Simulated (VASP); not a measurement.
Here is a VASP 6.6.1 calculation.

The input INCAR:

```
PREC     = Accurate       # precision mode
ENCUT    = 520            # plane-wave cutoff, eV
EDIFF    = 1E-7           # SCF threshold, eV
ISMEAR   = 0              # smearing method
SIGMA    = 0.05           # smearing width, eV
LREAL    = F              # projectors in reciprocal space
LASPH    = T              # aspherical terms in the spheres
NELM     = 150            # most SCF steps
ALGO     = Normal         # electronic algorithm
ISIF     = 2              # what is computed and relaxed
LWAVE    = F              # write WAVECAR
LCHARG   = T              # write CHGCAR
ISPIN    = 2              # spin polarisation
MAGMOM   = 0 0 0 0 0 0 2 0 0 0 # initial moments
LORBIT   = 11             # projections on sites
LMAXMIX  = 4              # l up to which the mixer works
LDIPOL   = T            
IDIPOL   = 3            
DIPOL    = 0.5 0.5 0.469
GGA      = PS             # functional
LVHAR    = T            
LVACPOTAV= T            
NBANDS   = 51             # bands
KPAR     = 4
```

The input KPOINTS:

```
regular mesh
0
Gamma
  8 8 1
```

Contents of POSCAR:

```
Hf3O7
1.0
    3.5665804215      0.0000000000      0.0000000000
    0.0000000000      3.5665804215      0.0000000000
    0.0000000000      0.0000000000     25.3048830043
O Hf
7 3
Direct
    0.5000000000      0.0000000000      0.3359035486
    0.0000000000      0.5000000000      0.3359035486
    0.0000000000      0.5000000000      0.4355662581
    0.5000000000      0.0000000000      0.4355662581
    0.4966941737      0.0092657233      0.5346832747
    0.0092657233      0.4966941737      0.5346832747
    0.8768130055      0.8768130055      0.6209122789
    0.5000000000      0.5000000000      0.3857349034
    0.0043813563      0.0043813563      0.4842843515
    0.5516227395      0.5516227395      0.5827516783
```

Potentials or basis: VASP PAW PBE potentials, release 64 (O, Hf_pv).

The run is started by

```console
$ cat potpaw_PBE.64/O/POTCAR potpaw_PBE.64/Hf_pv/POTCAR > POTCAR
$ mpirun -np 4 vasp_std > vasp.out
```

Estimate the band gap on the k mesh.

zero (filled and empty bands overlap).

Predict the largest force.

2.099 eV/Å.

Predict the net moment.

0.00 μB per cell.

Forces in eV/Å, atoms in the order of the input:
```
O    0.002 -0.001  0.684
O   -0.001  0.002  0.684
O   -0.007 -0.003  0.505
O   -0.003 -0.007  0.505
O    0.020 -0.016 -0.004
O   -0.016  0.020 -0.004
O   -0.064 -0.064 -0.073
Hf   0.009  0.009 -2.099
Hf   0.000  0.000 -0.007
Hf   0.060  0.060 -0.191
```

Caveat: the PAW data sets were made with another functional, which shifts forces and pressure a little; spin-orbit coupling is left out, which moves the levels of the heavy elements.
